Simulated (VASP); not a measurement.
Input of a VASP 6.6.1 run:

INCAR

```
PREC     = Accurate       # precision mode
ENCUT    = 520            # plane-wave cutoff, eV
EDIFF    = 1E-6           # SCF threshold, eV
ISMEAR   = 0              # smearing method
SIGMA    = 0.1            # smearing width, eV
LREAL    = F              # projectors in reciprocal space
LASPH    = T              # aspherical terms in the spheres
NELM     = 60             # most SCF steps
ALGO     = Normal         # electronic algorithm
ISIF     = 2              # what is computed and relaxed
LWAVE    = F              # write WAVECAR
LCHARG   = F              # write CHGCAR
GGA      = PE             # functional
NBANDS   = 42             # bands
```

Contents of KPOINTS:

```
regular mesh
0
Gamma
  6 6 13
```

The input POSCAR:

```
TaN
1.0
    6.2432735681      0.0000000000      0.0000000000
   -3.1216367840      5.4068335127      0.0000000000
   -1.5608183920      0.9011389188      2.5521201401
Ta N
4 4
Direct
    0.2500000000      0.2500000000      0.5000000000
    0.7500000000      0.2500000000      0.5000000000
    0.2500000000      0.7500000000      0.5000000000
    0.7500000000      0.7500000000      0.5000000000
    0.0000000000      0.5000000000      0.0000000000
    0.5000000000      0.5000000000      0.0000000000
    0.0000000000      0.0000000000      0.0000000000
    0.5000000000      0.0000000000      0.0000000000
```

Potentials or basis: VASP PAW PBE potentials, release 64 (Ta_pv, N).

The run is started by

```console
$ cat potpaw_PBE.64/Ta_pv/POTCAR potpaw_PBE.64/N/POTCAR > POTCAR
$ mpirun -np 1 vasp_std > vasp.out
```

(1) Predict the pressure.

(2) What does it give for the band gap on the k mesh?

Results:

(1) 0.9 GPa.

(2) zero (bands 32 and 33 overlap by 2.82 eV).

Caveat: spin-orbit coupling is left out, which moves the levels of the heavy elements.
